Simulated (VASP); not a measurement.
Set up this calculation in VASP 6.6.1, as the native input.

```yaml
Task: relaxation of cell and atoms
Functional: PBE
Potentials_or_basis: VASP PAW PBE potentials, release 64 (N, P, Ga_d)
Cutoff: 600 eV
k_mesh: 8 × 4 × 4
Occupations: fermi-dirac, width 0.02 eV
Spin: no spin polarisation
Dipole_correction: no
Further_INCAR_settings: ALGO = Normal; EDIFF = 1e-06; IBRION = 2; EDIFFG = -0.005; NSW = 80; ISIF = 3
```

The structure of Ga4PN3 lies in POSCAR:

```
Ga4PN3
1.0
    3.1491048382      0.0000000000      0.0000000000
    0.0000000000      3.1491048382      4.4535067714
    0.0000000000     -3.1491048382      4.4535067714
N P Ga
3 1 4
Direct
    0.0000000000      0.0000000000      0.0000000000
    0.5000000000      0.0000000000      0.5000000000
    0.5000000000      0.5000000000      0.0000000000
    0.0000000000      0.5000000000      0.5000000000
    0.5000000000      0.8750000000      0.8750000000
    0.0000000000      0.8750000000      0.3750000000
    0.0000000000      0.3750000000      0.8750000000
    0.5000000000      0.3750000000      0.3750000000
```

The input as run:

INCAR

```
PREC = Accurate ; ENCUT = 600
EDIFF = 1E-6 ; ISMEAR = -1
SIGMA = 0.02 ; LREAL = F
LASPH = T ; NELM = 100
ALGO = Normal ; ISIF = 3
LWAVE = F ; LCHARG = F
GGA = PE ; IBRION = 2
NSW = 80 ; EDIFFG = -0.005
```

KPOINTS

```
Automatic mesh
0
Gamma
  8 4 4
```

Potentials or basis: VASP PAW PBE potentials, release 64 (N, P, Ga_d).

Run with:

```console
$ cat potpaw_PBE.64/N/POTCAR potpaw_PBE.64/P/POTCAR potpaw_PBE.64/Ga_d/POTCAR > POTCAR
$ mpirun -np 1 vasp_std > vasp.out
```

Results of the run:

The relaxed volume is 13.90 Å³/atom and the relaxed cell is a = 3.391 Å, b = 5.892 Å, c = 5.892 Å, α = 70.80°, β = 90.00°, γ = 90.00°. The space group after relaxing (to 0.05 Å) is Amm2 (No. 38), the energy gained by relaxing is 624.3 meV/atom and the ionic steps are 22. The pressure after relaxing is 0.0 GPa and the band gap on the k mesh is 0.13 eV, indirect (least direct gap 0.47 eV).

Caveat: the volume moved by over 15 % at a fixed basis, so the end points are rough.

Run time: 23 min on 1 thread of Intel(R) Xeon(R) Platinum 8488C (Sapphire Rapids) (shared host), peak memory 0.32 GiB.
